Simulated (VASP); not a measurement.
Write the native input for VASP 6.6.1 that does the following.

| Property | Result |
| --- | --- |
| Task | single point |
| Functional | LDA |
| Potentials or basis | VASP PAW LDA potentials, release 64 (Sn_d) |
| Cutoff | 520 eV |
| k mesh | 4 × 4 × 4 |
| Occupations | fermi-dirac, width 0.05 eV |
| Spin | no spin polarisation |
| Dipole correction | no |
| k mesh for the DOS | 6 × 6 × 6 |
| Occupations for the DOS | tetrahedron |
| Further INCAR settings | ALGO = Fast; EDIFF = 1e-07 |

The system is Sn.

```
CELL_PARAMETERS angstrom
0.00000 3.23334 3.23334
3.23334 0.00000 3.23334
3.23334 3.23334 0.00000
ATOMIC_POSITIONS crystal
Sn 0.75000 0.75000 0.75000
Sn 0.50000 0.50000 0.50000
```

This isn't the form of Sn at room conditions, which is tetragonal (white tin).

These files were run (other wordings do the same):

POSCAR

```
Sn
1.0
    0.0000000000      3.2333428000      3.2333428000
    3.2333428000      0.0000000000      3.2333428000
    3.2333428000      3.2333428000      0.0000000000
Sn
2
Direct
    0.7500000000      0.7500000000      0.7500000000
    0.5000000000      0.5000000000      0.5000000000
```

INCAR.step1

```
PREC = Accurate
ENCUT = 520
EDIFF = 1E-7
ISMEAR = -1
SIGMA = 0.05
LREAL = False
LASPH = True
NELM = 100
ALGO = Fast
ISIF = 2
LWAVE = False
LCHARG = True
GGA = CA
NBANDS = 21
```

KPOINTS.step1

```
Automatic mesh
0
Gamma
  4 4 4
```

INCAR.step2

```
PREC = Accurate
ENCUT = 520
EDIFF = 1E-7
ISMEAR = -5
SIGMA = 0.05
LREAL = False
LASPH = True
NELM = 100
ALGO = Fast
ISIF = 2
LWAVE = False
LCHARG = False
GGA = CA
LORBIT = 11
NEDOS = 2001
ICHARG = 11
```

KPOINTS.step2

```
Automatic mesh
0
Gamma
  6 6 6
```

Potentials or basis: VASP PAW LDA potentials, release 64 (Sn_d).

Run with:

```sh
$ cat potpaw_LDA.64/Sn_d/POTCAR > POTCAR
$ cp INCAR.step1 INCAR
$ cp KPOINTS.step1 KPOINTS
$ mpirun -np 1 vasp_std > vasp.out
$ cp INCAR.step2 INCAR
$ cp KPOINTS.step2 KPOINTS
$ mpirun -np 1 vasp_std > vasp.out
```

It gave:

- Valence electrons inside the program's atomic spheres: Sn 12.37

Caveat: the k points lie up to 0.42 Å⁻¹ apart.

Wall time 65 s on 1 thread of Intel Xeon 8259CL, with other jobs on the host, peak memory 0.16 GiB.
